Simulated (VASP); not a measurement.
A run of VASP 6.6.1 is set up as follows.

Contents of INCAR:

```
PREC     = Accurate       # precision mode
ENCUT    = 520            # plane-wave cutoff, eV
EDIFF    = 1E-7           # SCF threshold, eV
ISMEAR   = -1             # smearing method
SIGMA    = 0.1            # smearing width, eV
LREAL    = False          # projectors in reciprocal space
LASPH    = True           # aspherical terms in the spheres
NELM     = 60             # most SCF steps
ALGO     = Normal         # electronic algorithm
ISIF     = 2              # what is computed and relaxed
LWAVE    = False          # write WAVECAR
LCHARG   = False          # write CHGCAR
NBANDS   = 10             # bands
```

The input KPOINTS:

```
Automatic mesh
0
Gamma
  18 18 18
```

The input POSCAR:

```
Re
1.0
   -1.5416865038      1.5416865038      1.5416865038
    1.5416865038     -1.5416865038      1.5416865038
    1.5416865038      1.5416865038     -1.5416865038
Re
1
Direct
    0.0000000000      0.0000000000      0.0000000000
```

Potentials or basis: VASP PAW LDA potentials, release 64 (Re).

The run is started by

```console
$ cat potpaw_LDA.64/Re/POTCAR > POTCAR
$ mpirun -np 1 vasp_std > vasp.out
```

Task: Predict the pressure.

Result: -3.6 GPa.

Task: Predict the band gap on the k mesh.

Result: Zero (an odd number of electrons rules out a gap without spin polarisation).

Caveat: the cell stands under tension; spin-orbit coupling is left out, which moves the levels of the heavy elements.
